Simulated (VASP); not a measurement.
Crystal: BiB.

```
CELL_PARAMETERS angstrom
0.00000 2.48047 2.48047
2.48047 0.00000 2.48047
2.48047 2.48047 0.00000
ATOMIC_POSITIONS crystal
B 0.00000 0.00000 0.00000
Bi 0.50000 0.50000 0.50000
```

- Program: VASP 6.6.1
- Task: relaxation of cell and atoms
- Functional: PBEsol
- Potentials or basis: VASP PAW PBE potentials, release 64 (B, Bi_d)
- Cutoff: 600 eV
- k mesh: 8 × 8 × 8
- Occupations: fermi-dirac, width 0.03 eV
- Spin: no spin polarisation

At the start: pressure 19.2 GPa; volume 15.26 Å³/atom.

**Question.** How do energy, volume and symmetry change on relaxing?

**Answer.** Over 17 steps the energy falls by 124.8 meV/atom and the volume is 17.63 Å³/atom (+15.5 %); space group Fm-3m (No. 225, to 0.1 Å) before and after.

Step by step:
| step | energy change (eV) | largest force (eV/Å) | pressure (GPa) | volume (Å³) |
| --- | --- | --- | --- | --- |
| 1 | 0.0000 | 0.0000 | 19.20 | 30.52 |
| 2 | -0.1418 | 0.0000 | -7.62 | 39.34 |
| 3 | -0.2495 | 0.0000 | -0.10 | 35.33 |
| 4 | -0.2495 | 0.0000 | 0.16 | 35.23 |
| 5 | -0.2495 | 0.0000 | 0.15 | 35.23 |
| 6 | -0.2495 | 0.0000 | 0.17 | 35.23 |
| 7 | -0.2495 | 0.0000 | 0.14 | 35.23 |
| 8 | -0.2495 | 0.0000 | 0.13 | 35.23 |
| 9 | -0.2495 | 0.0000 | 0.13 | 35.23 |
| 10 | -0.2495 | 0.0000 | 0.13 | 35.23 |
| 11 | -0.2495 | 0.0000 | 0.13 | 35.23 |
| 12 | -0.2495 | 0.0000 | 0.13 | 35.23 |
| 13 | -0.2495 | 0.0000 | 0.14 | 35.24 |
| 14 | -0.2495 | 0.0000 | 0.15 | 35.24 |
| 15 | -0.2495 | 0.0000 | 0.11 | 35.24 |
| 16 | -0.2495 | 0.0000 | 0.10 | 35.25 |
| 17 | -0.2495 | 0.0000 | 0.07 | 35.27 |

Final structure:
```
CELL_PARAMETERS angstrom
0.00000 2.60289 2.60289
2.60289 0.00000 2.60289
2.60289 2.60289 0.00000
ATOMIC_POSITIONS crystal
B 0.00000 0.00000 0.00000
Bi 0.50000 0.50000 0.50000
```

Caveat: the volume moved by over 15 % at a fixed basis, so the end points are rough; the PAW data sets were made with another functional, which shifts forces and pressure a little.
